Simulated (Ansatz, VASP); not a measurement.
**RbBr: VASP beside Ansatz**

The input POSCAR:

```
RbBr
1.0
    0.0000000000      3.4270000000      3.4270000000
    3.4270000000      0.0000000000      3.4270000000
    3.4270000000      3.4270000000      0.0000000000
Rb Br
1 1
Direct
    0.0000000000      0.0000000000      0.0000000000
    0.5000000000      0.5000000000      0.5000000000
```

Contents of INCAR.step1:

```
PREC = Accurate
ENCUT = 600
ISMEAR = 1
SIGMA = 0.05
LREAL = False
LASPH = True
NELM = 60
GGA = PE
ALGO = Normal
EDIFF = 1E-4
LWAVE = True
LCHARG = False
```

File INCAR.step2:

```
PREC = Accurate
ENCUT = 600
EDIFF = 1E-6
ISMEAR = 1
SIGMA = 0.05
LREAL = False
LASPH = True
NELM = 60
ALGO = Normal
ISIF = 3
LWAVE = False
LCHARG = False
METAGGA = R2SCAN
LMIXTAU = True
LUSE_VDW = True
IVDW_NL = 2
BPARAM = 11.95
CPARAM = 0.0093
IBRION = 2
NSW = 80
EDIFFG = -0.01
ISTART = 1
```

File KPOINTS:

```
regular mesh
0
Gamma
  6 6 6
```

Input for Ansatz:

```yaml
crystal:
  lattice:
    - [0.0, 3.427, 3.427]
    - [3.427, 0.0, 3.427]
    - [3.427, 3.427, 0.0]
  atoms:
    - { symbol: Rb, position: [0.0, 0.0, 0.0] }
    - { symbol: Br, position: [0.5, 0.5, 0.5] }
kpoints:
  mp_grid:
    grid: [6, 6, 6]
hamiltonian:
  xc: r2scan
  dispersion: rvv10
scf:
  occupations:
    method: methfessel_paxton
    width: 0.05
relax:
  cell: {}
```

Alike in both runs: task relaxation of cell and atoms; functional r2SCAN; dispersion rVV10; k mesh 6 × 6 × 6; occupations methfessel-paxton of order 1, width 0.05 eV; no spin polarisation.

|  | VASP | Ansatz |
| --- | --- | --- |
| version | VASP 6.6.1 | Ansatz 0.2.0 |
| potentials or method | VASP PAW PBE potentials, release 64 (Rb_sv, Br) | plane waves, PAW |
| plane-wave cutoff (eV) | 600 | 500 |
| valence electrons in the cell | 16 | 16 |

VASP gave:

* relaxed volume (Å³/atom): 40.25
* relaxed cell length with the largest relative difference (Å): 4.847

Estimate Ansatz's values.

relaxed volume (Å³/atom): 40.18; relaxed cell length with the largest relative difference (Å): 4.844.

VASP's potentials were made for PBE, not for r2SCAN.

Noted on VASP's run: the relaxation stopped at its first step, so nothing moved.
